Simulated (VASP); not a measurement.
# CrPd3 (Pm-3m) in VASP: a series of runs

CrPd3 is run at these levels: LDA; tasks: single point.

All numbers are computed with VASP 6.6.1; they aren't measurements. Logs are shortened: lines on timing, memory, paths and dates and some standing lists are left out, and cuts for length are marked.

## 1. The cell of the first run

The structure is cubic, space group Pm-3m (No. 221). Conventional cell: a = 3.856 Å, b = 3.856 Å, c = 3.856 Å, α = 90.00°, β = 90.00°, γ = 90.00°. Cr (site symmetry m-3m) has 12 Pd at 2.73 Å within 3.6 Å. Within 3.6 Å of Pd (site symmetry 4/mmm) lie 4 Cr at 2.73 Å and 8 Pd at 2.73 Å.

## 2. Single point, LDA, collinear spin, ferromagnetic start

INCAR

```
SYSTEM = CrPd3
PREC = Accurate
ENCUT = 520
EDIFF = 1E-7
ISMEAR = -1
SIGMA = 0.1
LREAL = .FALSE.
LASPH = .TRUE.
NELM = 150
ALGO = Normal
ISIF = 2
LWAVE = .FALSE.
LCHARG = .FALSE.
ISPIN = 2
MAGMOM = 3 0 0 0
LORBIT = 11
LMAXMIX = 4
GGA = CA
NBANDS = 33
```

KPOINTS

```
Automatic mesh
0
G
  6 6 6
  0 0 0
```

POSCAR

```
CrPd3
1.0
    3.8559872905      0.0000000000      0.0000000000
    0.0000000000      3.8559872905      0.0000000000
    0.0000000000      0.0000000000      3.8559872905
Cr Pd
1 3
Direct
    0.0000000000      0.0000000000      0.0000000000
    0.0000000000      0.5000000000      0.5000000000
    0.5000000000      0.0000000000      0.5000000000
    0.5000000000      0.5000000000      0.0000000000
```

Potentials or basis: VASP PAW LDA potentials, release 64 (Cr_pv, Pd).

On the command line:

```console
$ cat potpaw_LDA.64/Cr_pv/POTCAR potpaw_LDA.64/Pd/POTCAR > POTCAR
$ mpirun -np 1 vasp_std > vasp.out
```

OUTCAR:

```text
SYSTEM = CrPd3
   PREC = Accurate
   ENCUT = 520
   EDIFF = 1E-7
   ISMEAR = -1
   LREAL = .FALSE.
   LASPH = .TRUE.
   NELM = 150
   ISIF = 2
   ISPIN = 2
   LORBIT = 11
   GGA = CA

 ion  position               nearest neighbor table
   1  0.000  0.000  0.000-   2 2.73   3 2.73   4 2.73   2 2.73   3 2.73   2 2.73   4 2.73   2 2.73
                             3 2.73   4 2.73   3 2.73   4 2.73
   2  0.000  0.500  0.500-   1 2.73   3 2.73   4 2.73   1 2.73   4 2.73   1 2.73   3 2.73   1 2.73
                             3 2.73   4 2.73   4 2.73   3 2.73
   3  0.500  0.000  0.500-   1 2.73   2 2.73   4 2.73   1 2.73   4 2.73   2 2.73   4 2.73   4 2.73
                             1 2.73   2 2.73   1 2.73   2 2.73
   4  0.500  0.500  0.000-   1 2.73   2 2.73   3 2.73   2 2.73   3 2.73   1 2.73   3 2.73   3 2.73
                             1 2.73   2 2.73   2 2.73   1 2.73

  LATTYP: Found a simple cubic cell.
 ALAT       =     3.8559872905

  Lattice vectors:

 A1 = (   3.8559872905,   0.0000000000,   0.0000000000)
 A2 = (   0.0000000000,   3.8559872905,   0.0000000000)
 A3 = (   0.0000000000,   0.0000000000,   3.8559872905)

Analysis of symmetry for initial positions (statically):
=====================================================================
 Subroutine PRICEL returns:
 Original cell was already a primitive cell.

 Routine SETGRP: Setting up the symmetry group for a
 simple cubic supercell.

 Subroutine GETGRP returns: Found 48 space group operations
 (whereof 48 operations were pure point group operations)
 out of a pool of 48 trial point group operations.

The static configuration has the point symmetry O_h .

Analysis of symmetry for dynamics (positions and initial velocities):
=====================================================================
 Subroutine PRICEL returns:
 Original cell was already a primitive cell.

 Routine SETGRP: Setting up the symmetry group for a
 simple cubic supercell.

 Subroutine GETGRP returns: Found 48 space group operations
 (whereof 48 operations were pure point group operations)
 out of a pool of 48 trial point group operations.

The dynamic configuration has the point symmetry O_h .

Analysis of structural, dynamic, and magnetic symmetry:
=====================================================================
 Subroutine PRICEL returns:
 Original cell was already a primitive cell.

 Routine SETGRP: Setting up the symmetry group for a
 simple cubic supercell.

 Subroutine GETGRP returns: Found 48 space group operations
 (whereof 48 operations were pure point group operations)
 out of a pool of 48 trial point group operations.

The overall configuration has the point symmetry O_h .

 Subroutine INISYM returns: Found 48 space group operations
 (whereof 48 operations are pure point group operations),
 and found     1 'primitive' translations

----------------------------------------------------------------------------------------

                                     Primitive cell

  volume of cell :      57.3333

  direct lattice vectors                    reciprocal lattice vectors
     3.855987290  0.000000000  0.000000000     0.259336954  0.000000000  0.000000000
     0.000000000  3.855987290  0.000000000     0.000000000  0.259336954  0.000000000
     0.000000000  0.000000000  3.855987290     0.000000000  0.000000000  0.259336954

  length of vectors
     3.855987290  3.855987290  3.855987290     0.259336954  0.259336954  0.259336954

  position of ions in fractional coordinates (direct lattice)
     0.000000000  0.000000000  0.000000000
     0.000000000  0.500000000  0.500000000
     0.500000000  0.000000000  0.500000000
     0.500000000  0.500000000  0.000000000

  ion indices of the primitive-cell ions
   primitive index   ion index
                 1           1
                 2           2
                 3           3
                 4           4

----------------------------------------------------------------------------------------

 KPOINTS: Automatic mesh

Automatic generation of k-mesh.
 Grid dimensions read from file:
 generate k-points for:    6    6    6

 Generating k-lattice:

  Cartesian coordinates                     Fractional coordinates (reciprocal lattice)
     0.043222826  0.000000000  0.000000000     0.166666667  0.000000000  0.000000000
     0.000000000  0.043222826  0.000000000     0.000000000  0.166666667  0.000000000
     0.000000000  0.000000000  0.043222826     0.000000000  0.000000000  0.166666667

  Length of vectors
     0.043222826  0.043222826  0.043222826

  Shift w.r.t. Gamma in fractional coordinates (k-lattice)
     0.000000000  0.000000000  0.000000000

 Subroutine IBZKPT returns following result:
 ===========================================

 Found     20 irreducible k-points:

 Following reciprocal coordinates:
            Coordinates               Weight
  0.000000  0.000000  0.000000      1.000000
  0.166667  0.000000  0.000000      6.000000
  0.333333  0.000000  0.000000      6.000000
  0.500000  0.000000  0.000000      3.000000
  0.166667  0.166667  0.000000     12.000000
  0.333333  0.166667  0.000000     24.000000
[... 12 lines left out ...]
  0.500000  0.500000  0.333333      6.000000
  0.500000  0.500000  0.500000      1.000000
   k-points           NKPTS =     20   k-points in BZ     NKDIM =     20   number of bands    NBANDS=     33
   number of dos      NEDOS =    301   number of ions     NIONS =      4
   total plane-waves  NPLWV =  27000
   dimension x,y,z NGX =    30 NGY =   30 NGZ =   30
   dimension x,y,z NGXF=    60 NGYF=   60 NGZF=   60
   ions per type =               1   3
   NGX,Y,Z   is equivalent  to a cutoff of  12.93, 12.93, 12.93 a.u.
   NGXF,Y,Z  is equivalent  to a cutoff of  25.87, 25.87, 25.87 a.u.
 SYSTEM =  CrPd3
   PREC   = accura    normal or accurate (medium, high low for compatibility)
   ISTART =      0    job   : 0-new  1-cont  2-samecut
   ICHARG =      2    charge: 1-file 2-atom 10-const
   ISPIN  =      2    spin polarized calculation?
   LNONCOLLINEAR =      F non collinear calculations
   LSORBIT =      F    spin-orbit coupling
   LASPH  =      T    aspherical Exc in radial PAW
   ENCUT  =  520.0 eV  38.22 Ry    6.18 a.u.   7.17  7.17  7.17*2*pi/ulx,y,z
   NELM   =    150;   NELMIN=  2; NELMDL= -5     # of ELM steps
   EDIFF  = 0.1E-06   stopping-criterion for ELM
   LREAL  =      F    real-space projection
   EDIFFG = 0.1E-05   stopping-criterion for IOM
   NSW    =      0    number of steps for IOM
   IBRION =     -1    ionic relax: 0-MD 1-quasi-New 2-CG
   NFREE  =      0    steps in history (QN), initial steepest desc. (CG)
   ISIF   =      2    stress and relaxation
   ISYM   =      2    0-nonsym 1-usesym 2-fastsym
   POTIM  = 0.5000    time-step for ionic-motion
   TEBEG  =    0.0;   TEEND  =   0.0 temperature during run
   PSTRESS=    0.0 pullay stress
   NELECT =      42.0000    total number of electrons
   NUPDOWN=      -1.0000    fix difference up-down
   EMIN   =  10.00;   EMAX   =-10.00  energy-range for DOS
   EFERMI =   0.00;   METHOD = LEGACY
   ISMEAR =    -1;   SIGMA  =   0.10  broadening in eV -4-tet -1-fermi 0-gaus
   EFERMI_NEDOS =   21; number of points for ismear=-14 and -15
   IALGO  =     38    algorithm
   IMIX   =      4    mixing-type and parameters
     AMIX     =   0.40;   BMIX     =  1.00
     AMIX_MAG =   1.60;   BMIX_MAG =  1.00
  volume/ion in A,a.u.               =      14.33        96.73
  Fermi-wavevector in a.u.,A,eV,Ry     =   1.475782  2.788824 29.632588  2.177934
  Thomas-Fermi vector in A             =   2.590389
   LORBIT       =     11    0 simple, 1 ext, 2 COOP (PROOUT), +10 PAW based schemes
   GGA     = CA    functional components
   LHFCALC =     F    Hartree Fock is set to
   AEXX    =    0.0000 exact exchange contribution
   IVDW    =     0    specifies the selected vdW correction
   LEPSILON=     F    determine dielectric tensor
   LRPA    =     F    only Hartree local field effects (RPA)
 spin polarized calculation
  energy-cutoff  :      520.00
  volume of cell :       57.33
 maximum number of plane-waves:      1568
 NGX is ok and might be reduce to    30
   NGX = 15   NGY = 15   NGZ = 15

 number of electron      41.9999998 magnetization       2.5189178

 Free energy of the ion-electron system (eV)
  ---------------------------------------------------
  ext. energy  EPLUGINS =         0.00000000
  ---------------------------------------------------
  free energy    TOTEN  =       -30.13636010 eV

  energy without entropy =      -29.98045167  energy(sigma->0) =      -30.05840589

 E-fermi :   9.7806     XC(G=0): -13.4477

 val. band max:        9.7709648093   @ k =   0.1667   0.1667   0.0000
 cond. band min:       9.7809863348   @ k =   0.5000   0.3333   0.1667
 fundamental gap:      0.0100215255
 Fermi energy:         9.7805654312

 spin component 1

 k-point     1 :       0.0000    0.0000    0.0000
  band No.  band energies     occupation
      1     -33.9035      1.00000
      2     -33.9035      1.00000
      3     -33.9035      1.00000
      4       2.1474      1.00000
      5       3.9646      1.00000
      6       4.3520      1.00000
[... 709 lines left out ...]
     32      17.1580      0.00000
     33      26.2494      0.00000
 Fermi energy:         9.7805654312

 spin component 2

 k-point     1 :       0.0000    0.0000    0.0000
  band No.  band energies     occupation
      1     -31.5033      1.00000
      2     -31.5033      1.00000
      3     -31.5033      1.00000
      4       2.3213      1.00000
      5       3.9733      1.00000
      6       4.6111      1.00000
[... 709 lines left out ...]
     32      17.7988      0.00000
     33      26.3554      0.00000

------------------------ aborting loop because EDIFF is reached ----------------------------------------

  FORCE on cell =-STRESS in cart. coord.  units (eV):
  Direction    XX          YY          ZZ          XY          YZ          ZX
  --------------------------------------------------------------------------------------
  -------------------------------------------------------------------------------------
  Total       -3.3580210     -3.3580210     -3.3580210      0.0000000     -0.0000000      0.0000000
  in kB      -93.8398283    -93.8398283    -93.8398283      0.0000000     -0.0000000      0.0000000
  external PRESSURE =     -93.8398283 kB  Pullay stress =       0.0000000 kB

 VOLUME and BASIS-vectors are now :
 -----------------------------------------------------------------------------
  energy-cutoff  :      520.00
  volume of cell :       57.33
      direct lattice vectors                 reciprocal lattice vectors
     3.855987290  0.000000000  0.000000000     0.259336954  0.000000000  0.000000000
     0.000000000  3.855987290  0.000000000     0.000000000  0.259336954  0.000000000
     0.000000000  0.000000000  3.855987290     0.000000000  0.000000000  0.259336954

 POSITION                                       TOTAL-FORCE (eV/Angst)
 -----------------------------------------------------------------------------------
      0.00000      0.00000      0.00000         0.000000      0.000000      0.000000
      0.00000      1.92799      1.92799         0.000000      0.000000      0.000000
      1.92799      0.00000      1.92799         0.000000      0.000000      0.000000
      1.92799      1.92799      0.00000         0.000000      0.000000      0.000000
 -----------------------------------------------------------------------------------
    total drift:                                0.000000      0.000000     -0.000000

  FREE ENERGIE OF THE ION-ELECTRON SYSTEM (eV)
  ---------------------------------------------------
  free  energy   TOTEN  =       -30.1363601030 eV

  energy  without entropy=      -29.9804516730  energy(sigma->0) =      -30.05840589

 total charge

# of ion       s       p       d       tot
------------------------------------------
    1        0.334   6.229   4.021  10.584
    2        0.536   0.551   8.472   9.559
    3        0.536   0.551   8.472   9.559
    4        0.536   0.551   8.472   9.559
--------------------------------------------------
tot          1.941   7.882  29.437  39.260

 magnetization (x)

# of ion       s       p       d       tot
------------------------------------------
    1        0.017   0.021   2.511   2.549
    2       -0.013  -0.007  -0.034  -0.054
    3       -0.013  -0.007  -0.034  -0.054
    4       -0.013  -0.007  -0.034  -0.054
--------------------------------------------------
tot         -0.022   0.000   2.410   2.388
```

Run time: 1.9 min. Hardware: 1 thread of Intel Xeon 6975P-C, shared host; peak memory 0.2 GiB.

What came out:

- Free energy: -30.1364 eV
- Pressure: -9.4 GPa
- Net moment: 2.52 μB per cell
- Site moments: Cr +2.55; Pd -0.05 μB
- Valence electrons inside the program's atomic spheres: Cr 10.58; Pd 9.56

Levels at points of the mesh, in eV from the Fermi level:
Spin up:
| k point | band 20 | band 21 | band 22 | band 23 | band 24 | band 25 |
| --- | --- | --- | --- | --- | --- | --- |
| (0.00, 0.00, 0.00) | 0.24 | 0.24 | 0.65 | 0.65 | 0.65 | 2.83 |
| (0.50, 0.00, 0.00) | -0.88 | -0.88 | -0.63 | -0.24 | 0.12 | 0.65 |
| (0.50, 0.50, 0.00) | -1.55 | -0.82 | -0.63 | -0.63 | 2.07 | 2.07 |
| (0.50, 0.50, 0.50) | 0.26 | 0.31 | 0.31 | 0.31 | 0.37 | 0.37 |
Spin down:
| k point | band 18 | band 19 | band 20 | band 21 | band 22 | band 23 |
| --- | --- | --- | --- | --- | --- | --- |
| (0.00, 0.00, 0.00) | 0.10 | 0.10 | 1.90 | 1.90 | 2.31 | 2.31 |
| (0.50, 0.00, 0.00) | -1.65 | -0.92 | 0.11 | 0.75 | 0.75 | 1.42 |
| (0.50, 0.50, 0.00) | -1.63 | -1.56 | -1.06 | 1.04 | 1.04 | 1.38 |
| (0.50, 0.50, 0.50) | -0.25 | 0.63 | 0.63 | 0.63 | 0.76 | 1.64 |

(Part 1 of 2 ends here.)
